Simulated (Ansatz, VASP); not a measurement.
Two plane-wave programs on Mo

Contents of INCAR:

```
PREC = Accurate
ENCUT = 520
EDIFF = 1E-6
ISMEAR = 0
SIGMA = 0.15
LREAL = F
LASPH = T
NELM = 60
ALGO = Fast
ISIF = 2
LWAVE = F
LCHARG = F
GGA = PE
NBANDS = 13
```

The input KPOINTS:

```
Automatic mesh
0
Gamma
  22 22 22
```

POSCAR

```
Mo
1.0
   -1.6966800000      1.6966800000      1.4453200000
    1.6966800000     -1.6966800000      1.4453200000
    1.6966800000      1.6966800000     -1.4453200000
Mo
1
Direct
    0.0000000000      0.0000000000      0.0000000000
```

Input for Ansatz:

```yaml
crystal:
  lattice:
    - [-1.69668, 1.69668, 1.44532]
    - [1.69668, -1.69668, 1.44532]
    - [1.69668, 1.69668, -1.44532]
  atoms:
    - { symbol: Mo, position: [0.0, 0.0, 0.0] }
basis:
  ecutwfc: 420
kpoints:
  mp_grid: { grid: [22, 22, 22] }
hamiltonian:
  xc: pbe
scf:
  occupations: { method: gaussian, width: 0.15 }
output:
  forces: true
  stress: true
  eigenvalues: true
```

Change from the starting cell: strain +0.080 along x and y, -0.080 along z, atoms carried along.

Alike in both runs: task single point; functional PBE; k mesh 22 × 22 × 22; occupations gaussian, width 0.15 eV; no spin polarisation.

```csv
,VASP,Ansatz
version,VASP 6.6.1,Ansatz 0.2.0
potentials or method,"VASP PAW PBE potentials, release 64 (Mo_sv), cutoff 520 eV","scalar-relativistic, plane waves, PAW"
valence electrons in the cell,14,14
```

Ansatz gave:

* gap on the k mesh at the Fermi level (eV): none
* pressure (GPa): -9.3
* traceless stress, the component that is largest in VASP (GPa): 20.24

What did VASP give for the same quantities?

gap on the k mesh at the Fermi level (eV): none; pressure (GPa): -8.9; traceless stress, the component that is largest in VASP (GPa): 20.25.

A gap of «none» marks a metal or a gap that the smearing closes. The functional is the same, so the differences come from potentials, cutoffs and numerics.
